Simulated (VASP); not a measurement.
Write the native input for VASP 6.6.1 that does the following.

```yaml
Task: single point
Functional: r2SCAN
Potentials_or_basis: VASP PAW PBE potentials, release 64 (V_sv)
Cutoff: 520 eV
k_mesh: 14 × 14 × 14
Occupations: fermi-dirac, width 0.1 eV
Spin: no spin polarisation
Dipole_correction: no
Further_INCAR_settings: ALGO = Normal; EDIFF = 1e-07; NBANDS = 12
```

V:

```
CELL_PARAMETERS angstrom
2.49183 0.00000 0.00000
0.00000 2.49183 0.00000
0.00000 0.00000 2.49183
ATOMIC_POSITIONS crystal
V 0.00000 0.00000 0.00000
```

This isn't the form of V at room conditions, which is bcc.

The input as run:

POSCAR

```
V
1.0
    2.4918293647      0.0000000000      0.0000000000
    0.0000000000      2.4918293647      0.0000000000
    0.0000000000      0.0000000000      2.4918293647
V
1
Direct
    0.0000000000      0.0000000000      0.0000000000
```

INCAR.step1

```
SYSTEM = V
ALGO     = Normal         ! electronic algorithm
EDIFF    = 1E-4           ! SCF threshold, eV
ENCUT    = 520            ! plane-wave cutoff, eV
GGA      = PE             ! functional
ISMEAR   = -1             ! smearing method
LASPH    = .True.         ! aspherical terms in the spheres
LCHARG   = .False.        ! write CHGCAR
LREAL    = .False.        ! projectors in reciprocal space
LWAVE    = .True.         ! write WAVECAR
NBANDS   = 12             ! bands
NELM     = 80             ! most SCF steps
PREC     = Accurate       ! precision mode
SIGMA    = 0.1            ! smearing width, eV
```

INCAR.step2

```
SYSTEM = V
ALGO     = Normal         ! electronic algorithm
EDIFF    = 1E-7           ! SCF threshold, eV
ENCUT    = 520            ! plane-wave cutoff, eV
ISIF     = 2              ! what is computed and relaxed
ISMEAR   = -1             ! smearing method
ISTART   = 1            
LASPH    = .True.         ! aspherical terms in the spheres
LCHARG   = .False.        ! write CHGCAR
LMIXTAU  = .True.       
LREAL    = .False.        ! projectors in reciprocal space
LWAVE    = .False.        ! write WAVECAR
METAGGA  = R2SCAN         ! meta-GGA
NBANDS   = 12             ! bands
NELM     = 80             ! most SCF steps
PREC     = Accurate       ! precision mode
SIGMA    = 0.1            ! smearing width, eV
```

KPOINTS

```
k-points
0
Gamma
  14 14 14
  0 0 0
```

Potentials or basis: VASP PAW PBE potentials, release 64 (V_sv).

Run with:

```sh
$ cat potpaw_PBE.64/V_sv/POTCAR > POTCAR
$ cp INCAR.step1 INCAR
$ mpirun -np 1 vasp_std > vasp.out
$ cp INCAR.step2 INCAR
$ mpirun -np 1 vasp_std > vasp.out
```

It gave:

```yaml
Pressure: -8.0 GPa
Band_gap_on_the_k_mesh: zero (an odd number of electrons rules out a gap without spin polarisation)
```

Caveat: the cell stands under tension; the PAW data sets were made with another functional, which shifts forces and pressure a little.

Wall time 82 s on 1 thread of Intel Xeon 8259CL, with other jobs on the host, peak memory 0.14 GiB.
